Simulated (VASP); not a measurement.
Input of a VASP 6.6.1 run:

File POSCAR:

```
GaP
1.0
    0.0000000000      2.8071612660      2.8071612660
    2.8071612660      0.0000000000      2.8071612660
    2.8071612660      2.8071612660      0.0000000000
Ga P
1 1
Direct
    0.0000000000      0.0000000000      0.0000000000
    0.2500000000      0.2500000000      0.2500000000
```

File INCAR.step1:

```
SYSTEM = GaP
  PREC = Accurate
  ENCUT = 520
  ISMEAR = 0
  SIGMA = 0.01
  LREAL = .FALSE.
  LASPH = .TRUE.
  NELM = 60
  NBANDS = 16
  GGA = PE
  ALGO = Normal
  EDIFF = 1E-4
  LWAVE = .TRUE.
  LCHARG = .FALSE.
```

File INCAR.step2:

```
SYSTEM = GaP
  PREC = Accurate
  ENCUT = 520
  EDIFF = 1E-7
  ISMEAR = 0
  SIGMA = 0.01
  LREAL = .FALSE.
  LASPH = .TRUE.
  NELM = 60
  ALGO = Normal
  ISIF = 2
  LWAVE = .FALSE.
  LCHARG = .FALSE.
  METAGGA = R2SCAN
  LMIXTAU = .TRUE.
  NBANDS = 16
  ISTART = 1
```

Contents of KPOINTS:

```
regular mesh
0
G
  8 8 8
  0 0 0
```

Potentials or basis: VASP PAW PBE potentials, release 64 (Ga_d, P).

Run with:

```console
$ cat potpaw_PBE.64/Ga_d/POTCAR potpaw_PBE.64/P/POTCAR > POTCAR
$ cp INCAR.step1 INCAR
$ mpirun -np 1 vasp_std > vasp.out
$ cp INCAR.step2 INCAR
$ mpirun -np 1 vasp_std > vasp.out
```

**Question.** Predict the band gap on the k mesh.

**Answer.** 1.58 eV.

**Question.** What does it give for the pressure?

**Answer.** -6.4 GPa.

Caveat: the cell differs from its parent crystal (strain +3.0%); the cell stands under tension; the PAW data sets were made with another functional, which shifts forces and pressure a little. A k mesh can miss the band edges.
